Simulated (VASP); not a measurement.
Write the native input for VASP 6.6.1 that does the following.

| Property | Result |
| --- | --- |
| Task | single point |
| Functional | PBE |
| Potentials or basis | VASP PAW PBE potentials, release 64 (Na_pv, H) |
| Cutoff | 520 eV |
| k mesh | 12 × 12 × 4 |
| Occupations | gaussian, width 0.01 eV |
| Spin | no spin polarisation |
| Dipole correction | no |
| Further INCAR settings | ALGO = Normal; EDIFF = 1e-07; NBANDS = 16 |

The structure of NaH lies in POSCAR:

```
NaH
1.0
    3.3191587698      0.0000000000      0.0000000000
   -1.6595793849      2.8744758138      0.0000000000
    0.0000000000      0.0000000000      5.8309537900
Na H
2 2
Direct
    0.0000000000      0.0000000000      0.0000000000
    0.0000000000      0.0000000000      0.5000000000
    0.3333333333      0.6666666667      0.2500000000
    0.6666666667      0.3333333333      0.7500000000
```

These files were run (other wordings do the same):

INCAR

```
SYSTEM = NaH
PREC = Accurate
ENCUT = 520
EDIFF = 1E-7
ISMEAR = 0
SIGMA = 0.01
LREAL = .False.
LASPH = .True.
NELM = 60
ALGO = Normal
ISIF = 2
LWAVE = .False.
LCHARG = .False.
GGA = PE
NBANDS = 16
```

KPOINTS

```
Automatic mesh
0
Gamma
  12 12 4
  0 0 0
```

Potentials or basis: VASP PAW PBE potentials, release 64 (Na_pv, H).

Launch:

```console
$ cat potpaw_PBE.64/Na_pv/POTCAR potpaw_PBE.64/H/POTCAR > POTCAR
$ mpirun -np 1 vasp_std > vasp.out
```

It gave:

```
Pressure               : 0.6 GPa
Band gap on the k mesh : 3.40 eV (least direct gap 4.51 eV)
```

It took 89 s on 1 thread of Intel Xeon 8259CL (shared host), peak memory 0.2 GiB.
